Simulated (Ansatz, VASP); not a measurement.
## One calculation of Ga, two programs

```
Ga
1.0
     1.42100   -3.98370    0.00000
     1.42100    3.98370    0.00000
     0.00000    0.00000    3.17000
Ga
2
Cartesian
  1.4210 -2.9240 0.7925
  1.4210 2.9240 2.3775
```

Change from the starting cell: strain -0.0200 x Voigt [1, 1, 0, 0, 0, 0], atoms carried along.

Alike in both runs: task single point; functional PBEsol; k mesh 18 × 18 × 16; occupations gaussian, width 0.15 eV; no spin polarisation.

```csv
,VASP,Ansatz
version,VASP 6.6.1,Ansatz 0.2.0
potentials or method,"VASP PAW PBE potentials, release 64 (Ga_d), cutoff 520 eV","scalar-relativistic, plane waves, PAW"
valence electrons in the cell,26,26
```

Ansatz gave:

```
gap on the k mesh at the Fermi level (eV)                     : none
pressure (GPa)                                                : 0.1
traceless stress, the component that is largest in VASP (GPa) : -1.97
rms of the force components (eV/Å)                            : 0.122
```

Q: What did VASP give for the same quantities?

A: gap on the k mesh at the Fermi level (eV): none; pressure (GPa): 0.2; traceless stress, the component that is largest in VASP (GPa): -1.97; rms of the force components (eV/Å): 0.123.

VASP's potentials were made for PBE, not for PBEsol. Atom by atom the forces differ by 0.000 eV/Å (rms over components). A gap of «none» marks a metal or a gap that the smearing closes.
